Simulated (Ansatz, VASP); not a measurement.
**Yb in VASP and in Ansatz**

```xyz
1
Lattice="-1.9957 1.9957 1.9957 1.9957 -1.9957 1.9957 1.9957 1.9957 -1.9957" Properties=species:S:1:pos:R:3 pbc="T T T"
Yb    0.0000    0.0000    0.0000
```

Alike in both runs: functional PBEsol; k mesh 10 × 10 × 10; occupations fermi-dirac, width 0.1 eV; no spin polarisation.

Ansatz relaxed the structure, and its values are those at the end. VASP's run is a single point on that final structure, the one shown.

|  | VASP | Ansatz |
| --- | --- | --- |
| version | VASP 6.6.1 | Ansatz 0.2.0 |
| potentials or method | VASP PAW PBE potentials, release 64 (Yb), cutoff 520 eV | plane waves (420 eV) with PAW, scalar-relativistic |
| valence electrons in the cell | 24 | 24 |

|  | VASP | Ansatz | Ansatz less VASP |
| --- | --- | --- | --- |
| pressure (GPa) | -0.4 | 0.0 | +0.40 |

VASP's potentials were made for PBE, not for PBEsol, and Ansatz warns of the same on its side.

Spin-orbit coupling is off throughout.
